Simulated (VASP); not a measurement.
Crystal: SiNi2.

```xyz
12
Lattice="4.9900 0.0000 0.0000 0.0000 3.7200 0.0000 0.0000 0.0000 7.0300" Properties=species:S:1:pos:R:3 pbc="T T T"
Ni    1.6218    2.7900    6.5871
Ni    3.3683    0.9300    0.4429
Ni    0.8732    0.9300    3.0721
Ni    4.1167    2.7900    3.9579
Ni    2.2854    2.7900    2.0879
Ni    2.7046    0.9300    4.9421
Ni    0.2096    0.9300    5.6029
Ni    4.7804    2.7900    1.4271
Si    3.9221    2.7900    6.2286
Si    1.0679    0.9300    0.8014
Si    3.5629    0.9300    2.7136
Si    1.4271    2.7900    4.3164
```

```yaml
Program: VASP 6.6.1
Task: relaxation of cell and atoms
Functional: revPBE
Potentials_or_basis: VASP PAW PBE potentials, release 64 (Ni, Si)
Cutoff: 600 eV
k_mesh: 6 × 7 × 4
Occupations: fermi-dirac, width 0.05 eV
Spin: collinear spin, ferromagnetic start
Starting_moments: "[1.0, 1.0, 1.0, 1.0, 1.0, 1.0, 1.0, 1.0, 0.0, 0.0, 0.0, 0.0] μB"
```

At the start: pressure 6.7 GPa; volume 10.87 Å³/atom.

Q: How do energy, volume and symmetry change on relaxing?

A: Over 18 steps the energy falls by 9.3 meV/atom and the volume is 11.23 Å³/atom (+3.3 %); space group Pnma (No. 62, to 0.1 Å) before and after; moment 0.00 μB per cell.

Step by step:
```tsv
step	energy change (eV)	largest force (eV/Å)	pressure (GPa)	volume (Å³)
1	0.0000	0.3689	6.68	130.50
2	-0.0173	0.0918	-5.92	139.25
3	-0.0999	0.2080	-0.41	134.95
4	-0.0998	0.2121	-0.28	134.86
5	-0.1074	0.1006	0.00	134.67
6	-0.1093	0.0710	0.23	134.51
7	-0.1105	0.0345	-0.12	134.80
8	-0.1105	0.0379	-0.20	134.85
9	-0.1109	0.0275	0.08	134.64
10	-0.1109	0.0287	0.11	134.65
11	-0.1111	0.0166	0.04	134.71
12	-0.1112	0.0189	-0.02	134.77
13	-0.1113	0.0199	-0.06	134.78
14	-0.1114	0.0107	0.03	134.71
15	-0.1114	0.0108	0.08	134.70
16	-0.1115	0.0105	-0.05	134.82
17	-0.1115	0.0104	-0.05	134.80
18	-0.1116	0.0065	0.04	134.78
```

Final structure:
```cif
data_structure
_symmetry_space_group_name_H-M 'P 1'
_symmetry_Int_Tables_number 1
_cell_length_a 5.0575
_cell_length_b 3.7522
_cell_length_c 7.1021
_cell_angle_alpha 90.000
_cell_angle_beta 90.000
_cell_angle_gamma 90.000
_cell_volume 134.78
loop_
_atom_site_label
_atom_site_type_symbol
_atom_site_fract_x
_atom_site_fract_y
_atom_site_fract_z
_atom_site_occupancy
Ni1 Ni 0.33105 0.75000 0.93967 1
Ni2 Ni 0.66895 0.25000 0.06033 1
Ni3 Ni 0.16895 0.25000 0.43967 1
Ni4 Ni 0.83105 0.75000 0.56033 1
Ni5 Ni 0.45905 0.75000 0.29656 1
Ni6 Ni 0.54095 0.25000 0.70344 1
Ni7 Ni 0.04095 0.25000 0.79656 1
Ni8 Ni 0.95905 0.75000 0.20344 1
Si1 Si 0.78629 0.75000 0.88537 1
Si2 Si 0.21371 0.25000 0.11463 1
Si3 Si 0.71371 0.25000 0.38537 1
Si4 Si 0.28629 0.75000 0.61463 1
```

Caveat: the moments typed at the start vanished in this run; the PAW data sets were made with another functional, which shifts forces and pressure a little.
